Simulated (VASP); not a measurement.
A run of VASP 6.6.1 is set up as follows.

POSCAR

```
Sr
1.0
   -2.4250000000      2.5159375000      2.4250000000
    2.4250000000     -2.5159375000      2.4250000000
    2.4250000000      2.5159375000     -2.4250000000
Sr
1
Direct
    0.0000000000      0.0000000000      0.0000000000
```

The input INCAR.step1:

```
PREC = Accurate ; ENCUT = 520
ISMEAR = 0 ; SIGMA = 0.15
LREAL = False ; LASPH = True
NELM = 100 ; NBANDS = 11
GGA = PE ; ALGO = Normal
EDIFF = 1E-4 ; LWAVE = True
LCHARG = False
```

INCAR.step2

```
PREC = Accurate ; ENCUT = 520
EDIFF = 1E-6 ; ISMEAR = 0
SIGMA = 0.15 ; LREAL = False
LASPH = True ; NELM = 100
ALGO = Normal ; ISIF = 2
LWAVE = False ; LCHARG = False
METAGGA = R2SCAN ; LMIXTAU = True
NBANDS = 11 ; ISTART = 1
```

KPOINTS

```
Automatic mesh
0
Gamma
  14 14 14
```

Potentials or basis: VASP PAW PBE potentials, release 64 (Sr_sv).

The run is started by

```sh
$ cat potpaw_PBE.64/Sr_sv/POTCAR > POTCAR
$ cp INCAR.step1 INCAR
$ mpirun -np 1 vasp_std > vasp.out
$ cp INCAR.step2 INCAR
$ mpirun -np 1 vasp_std > vasp.out
```

Q: Estimate the band gap on the k mesh.

A: Zero (bands 5 and 6 overlap by 0.26 eV).

Q: Estimate the pressure.

A: -0.5 GPa.

Caveat: the cell differs from its parent crystal (strain +0.0375 x Voigt [0, 1, 0, 0, 0, 0]); the PAW data sets were made with another functional, which shifts forces and pressure a little.
